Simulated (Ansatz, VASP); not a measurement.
# One calculation of Ca, two programs

```
CELL_PARAMETERS angstrom
-2.26896 2.26896 2.19372
2.26896 -2.26896 2.19372
2.26896 2.26896 -2.19372
ATOMIC_POSITIONS crystal
Ca 0.50000 0.50000 0.00000
```

Alike in both runs: task single point; functional PBEsol; k mesh 14 × 14 × 14; occupations gaussian, width 0.1 eV; no spin polarisation.

|  | VASP | Ansatz |
| --- | --- | --- |
| version | VASP 6.6.1 | Ansatz 0.2.0 |
| potentials or method | VASP PAW PBE potentials, release 64 (Ca_sv), cutoff 520 eV | scalar-relativistic, plane waves, PAW |
| valence electrons in the cell | 10 | 10 |

|  | VASP | Ansatz | Ansatz less VASP |
| --- | --- | --- | --- |
| gap on the k mesh at the Fermi level (eV) | none | none | - |
| pressure (GPa) | -1.6 | -1.6 | -0.01 |

VASP's potentials were made for PBE, not for PBEsol. A gap of «none» marks a metal or a gap that the smearing closes. The functional is the same, so the differences come from potentials, cutoffs and numerics.
